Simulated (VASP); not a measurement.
A run of VASP 6.6.1 is set up as follows.

The input POSCAR:

```
ZnO
1.0
    3.1903849622      0.0000000000      0.0000000000
   -1.5951924811      2.7629544251      0.0000000000
    0.0000000000      0.0000000000      5.1358318805
Zn O
2 2
Direct
    0.3333333333      0.6666666667      0.4996102197
    0.6666666667      0.3333333333     -0.0003897803
    0.6666666667      0.3333333333      0.3793997803
    0.3333333333      0.6666666667      0.8793997803
```

INCAR.step1

```
PREC = Accurate
ENCUT = 1480
ISMEAR = 0
SIGMA = 0.01
LREAL = F
LASPH = T
NELM = 120
NBANDS = 26
GGA = PE
ALGO = Normal
EDIFF = 1E-5
LWAVE = T
LCHARG = F
GGA_COMPAT = F
```

The input INCAR.step2:

```
PREC = Accurate
ENCUT = 1480
EDIFF = 1E-6
ISMEAR = 0
SIGMA = 0.01
LREAL = F
LASPH = T
NELM = 120
ALGO = Normal
ISIF = 2
LWAVE = F
LCHARG = T
METAGGA = R2SCAN
LMIXTAU = T
LELF = T
LVHAR = T
NBANDS = 26
ISTART = 1
GGA_COMPAT = F
```

Contents of KPOINTS:

```
Automatic mesh
0
Gamma
  8 8 4
```

Potentials or basis: VASP PAW PBE potentials, release 64 (Zn, O_h).

Command:

```bash
$ cat potpaw_PBE.64/Zn/POTCAR potpaw_PBE.64/O_h/POTCAR > POTCAR
$ cp INCAR.step1 INCAR
$ mpirun -np 1 vasp_std > vasp.out
$ cp INCAR.step2 INCAR
$ mpirun -np 1 vasp_std > vasp.out
```

Task: Predict the pressure.

Result: 7.9 GPa.

Task: What does it give for the band gap on the k mesh?

Result: 1.30 eV.

Caveat: the cell stands under pressure; the PAW data sets were made with another functional, which shifts forces and pressure a little.
